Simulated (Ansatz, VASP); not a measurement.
# Two plane-wave programs on MoN2

```
Mo N
1.0
     4.33306    0.00000    0.00000
     0.00000    4.33306    0.00000
     0.00000    0.00000    2.75189
Mo N
2 4
Cartesian
  2.1665 2.1665 0.0000
  0.0000 0.0000 0.0000
  3.8473 1.6808 1.8134
  0.4857 2.6523 1.8134
  1.6808 0.4857 1.8134
  2.6523 3.8473 1.8134
```

Change from the starting cell: all N atoms moved +0.438 Å, as atom 3 along Cartesian [0 0 1].

Alike in both runs: task single point; functional PBE; k mesh 12 × 12 × 18; occupations gaussian, width 0.15 eV; no spin polarisation.

|  | VASP | Ansatz |
| --- | --- | --- |
| version | VASP 6.6.1 | Ansatz 0.2.0 |
| potentials or method | VASP PAW PBE potentials, release 64 (Mo_sv, N), cutoff 520 eV | scalar-relativistic, plane waves, PAW |
| valence electrons in the cell | 48 | 48 |

|  | VASP | Ansatz | Ansatz less VASP |
| --- | --- | --- | --- |
| gap on the k mesh at the Fermi level (eV) | none | none | - |
| rms of the force components (eV/Å) | 1.710 | 1.708 | -0.0019 |

Atom by atom the forces differ by 0.034 eV/Å (rms over components). A gap of «none» marks a metal or a gap that the smearing closes.
